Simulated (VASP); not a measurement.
# GaAs: elastic constants with LDA

GaAs:

```
CELL_PARAMETERS angstrom
0.00000 2.75644 2.75644
2.75644 0.00000 2.75644
2.75644 2.75644 0.00000
ATOMIC_POSITIONS crystal
Ga 0.00000 0.00000 0.00000
As 0.75000 0.75000 0.75000
```

* Program: VASP 6.6.1
* Task: elastic constants
* Functional: LDA
* Potentials or basis: VASP PAW LDA potentials, release 64 (Ga_d, As)
* Cutoff: 600 eV
* k mesh: 8 × 8 × 8
* Occupations: gaussian, width 0.01 eV
* Spin: no spin polarisation
* Dipole correction: no
* Ions in elastic constants: relaxed
* Further INCAR settings: ALGO = Normal; EDIFF = 1e-08; NBANDS = 16; IBRION = 6; POTIM = 0.015; NSW = 1; ISIF = 3

```yaml
Elastic_constants_C11_C12_C44: 133, 69, 62 GPa
Voigt_bulk_modulus: 90 GPa
Highest_phonon_frequency_at_Γ_LO-TO_splitting_left_out: 287 cm⁻¹
```

Phonon frequencies in cm⁻¹ (negative: imaginary):
```csv
q point,frequencies
"(0.000, 0.000, 0.000)",0 0 0 287 287 287
```

Elastic tensor in Voigt notation (GPa, in the Cartesian axes of the cell as first typed):
```
133  69  69   0   0   0
 69 133  69   0   0   0
 69  69 133   0   0   0
  0   0   0  62   0   0
  0   0   0   0  62   0
  0   0   0   0   0  62
```

Clamped-ion elastic tensor (GPa):
```
133  69  69   0   0   0
 69 133  69   0   0   0
 69  69 133   0   0   0
  0   0   0  95   0   0
  0   0   0   0  95   0
  0   0   0   0   0  95
```

Wall time 17 min on 1 thread of Intel Xeon 8259CL, with other jobs on the host, peak memory 0.33 GiB.

Caveat: the cell is under stress, which shifts elastic constants.
